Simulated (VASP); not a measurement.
# LaY4F: single point with PBE

The system is LaY4F.

```xyz
6
Lattice="4.4032 0.0000 0.0000 0.0000 4.4032 0.0000 0.0000 0.0000 6.2333" Properties=species:S:1:pos:R:3 pbc="T T T"
La    0.0000    0.0000    0.0000
Y     2.2016    0.0000    4.6529
Y     0.0000    2.2016    1.5803
Y     2.2016    0.0000    1.5803
Y     0.0000    2.2016    4.6529
F     2.2016    2.2016    3.1166
```

The cell was built from a structure type or drawn by symmetry, and may not be a known phase.

```
Program             : VASP 6.6.1
Task                : single point
Functional          : PBE
Potentials or basis : VASP PAW PBE potentials, release 64 (La, Y_sv, F)
Cutoff              : 520 eV
k mesh              : 4 × 4 × 4
Occupations         : gaussian, width 0.1 eV
Spin                : no spin polarisation
```

| Quantity | Value |
| --- | --- |
| Pressure | 26.0 GPa |
| Largest force | 1.521 eV/Å |
| Band gap on the k mesh | zero (bands 31 and 32 overlap by 0.67 eV) |

Forces in eV/Å, atoms in the order of the input:
```
La   0.000  0.000  0.000
Y    0.000  0.000 -1.521
Y    0.000  0.000  1.521
Y    0.000  0.000  1.521
Y    0.000  0.000 -1.521
F    0.000  0.000  0.000
```

Stress tensor (GPa, compression positive):
```
25.71  0.00  0.00
 0.00 25.71  0.00
 0.00  0.00 26.57
```

Levels at points of the mesh, in eV from the Fermi level:
```
           k point  band 28  band 29  band 30  band 31  band 32  band 33  band 34  band 35
(0.00, 0.00, 0.00)    -1.52    -1.34    -0.90     0.15     0.66     0.66     0.97     0.97
(0.50, 0.00, 0.00)    -1.41    -0.74    -0.31     0.13     0.42     0.85     1.12     1.18
(0.50, 0.50, 0.00)    -1.70    -0.93    -0.93     0.15     0.27     0.27     1.59     2.01
(0.00, 0.00, 0.50)    -1.79    -1.29    -0.78    -0.20    -0.12    -0.12     1.12     1.13
(0.50, 0.00, 0.50)    -1.23    -0.59    -0.26    -0.14     0.74     0.88     0.98     1.07
(0.50, 0.50, 0.50)    -1.80    -0.47    -0.47    -0.03     0.50     0.67     1.06     1.06
```

Wall time 5 min on 1 thread of Intel Xeon 8259CL (shared host), peak memory 0.3 GiB.

Caveat: the cell stands under pressure; spin-orbit coupling is left out, which moves the levels of the heavy elements; forces of over 1 eV/Å act on the atoms, so gaps and moduli don't describe the material at rest.
